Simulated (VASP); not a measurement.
A run of VASP 6.6.1:

Contents of INCAR:

```
SYSTEM = Rh
PREC     = Accurate       ! precision mode
ENCUT    = 520            ! plane-wave cutoff, eV
EDIFF    = 1E-6           ! SCF threshold, eV
ISMEAR   = 0              ! smearing method
SIGMA    = 0.05           ! smearing width, eV
LREAL    = .False.        ! projectors in reciprocal space
LASPH    = .True.         ! aspherical terms in the spheres
NELM     = 100            ! most SCF steps
ALGO     = Normal         ! electronic algorithm
ISIF     = 2              ! what is computed and relaxed
LWAVE    = .False.        ! write WAVECAR
LCHARG   = .False.        ! write CHGCAR
GGA      = PS             ! functional
NBANDS   = 14             ! bands
```

The input KPOINTS:

```
regular mesh
0
Gamma
  21 21 21
  0 0 0
```

POSCAR

```
Rh
1.0
    0.0000000000      1.8897776070      1.8897776070
    1.8897776070      0.0000000000      1.8897776070
    1.8897776070      1.8897776070      0.0000000000
Rh
1
Direct
    0.0000000000      0.0000000000      0.0000000000
```

Potentials or basis: VASP PAW PBE potentials, release 64 (Rh_pv).

Launch:

```sh
$ cat potpaw_PBE.64/Rh_pv/POTCAR > POTCAR
$ mpirun -np 1 vasp_std > vasp.out
```

Hardware: 1 thread of AMD EPYC 9R45 96-Core Processor (Zen 5), on a shared host.

Q: How long does it take, and how much memory?

A: Wall time 19 s on 1 thread of AMD EPYC 9R45 96-Core Processor (Zen 5), with other jobs on the host, peak memory 0.13 GiB. Counts: scf iterations 11, k points 286.
